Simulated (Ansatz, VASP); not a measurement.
## Two plane-wave programs on H

Contents of INCAR:

```
SYSTEM = H
  PREC = Accurate
  ENCUT = 500
  EDIFF = 1E-6
  ISMEAR = 0
  SIGMA = 0.1
  LREAL = .FALSE.
  LASPH = .TRUE.
  NELM = 120
  ALGO = Normal
  ISIF = 2
  LWAVE = .FALSE.
  LCHARG = .FALSE.
  GGA = PE
  IVDW = 13
  NBANDS = 6
  GGA_COMPAT = .FALSE.
```

KPOINTS

```
Automatic mesh
0
G
  8 8 22
  0 0 0
```

The input POSCAR:

```
H
1.0
    2.6496387389      0.0000000000      0.0000000000
    0.0000000000      2.6496387389      0.0000000000
    0.0000000000      0.0000000000      0.9804929200
H
1
Direct
    0.0000000000      0.0000000000      0.5000000000
```

Input for Ansatz:

```yaml
crystal:
  lattice:
    - [2.6496387389, 0.0, 0.0]
    - [0.0, 2.6496387389, 0.0]
    - [0.0, 0.0, 0.98049292]
  atoms:
    - { symbol: H, position: [0.0, 0.0, 0.5] }
basis:
  ecutwfc: 420
kpoints:
  mp_grid: { grid: [8, 8, 22] }
hamiltonian:
  xc: pbe
  dispersion: d4
scf:
  occupations: { method: gaussian, width: 0.1 }
  mixing: { algorithm: anderson, preconditioner: ldos }
  max_iter: 40
output:
  forces: true
  stress: true
  eigenvalues: true
```

Alike in both runs: task single point; functional PBE; dispersion D4; k mesh 8 × 8 × 22; occupations gaussian, width 0.1 eV; no spin polarisation.

```csv
,VASP,Ansatz
version,VASP 6.6.1,Ansatz 0.2.0
potentials or method,"VASP PAW PBE potentials, release 64 (H), cutoff 500 eV","scalar-relativistic, plane waves, PAW"
valence electrons in the cell,1,1
```

```csv
,VASP,Ansatz,Ansatz less VASP
pressure (GPa),-0.2,0.2,+0.36
"traceless stress, the component that is largest in VASP (GPa)",-1.36,-1.40,-0.042
```
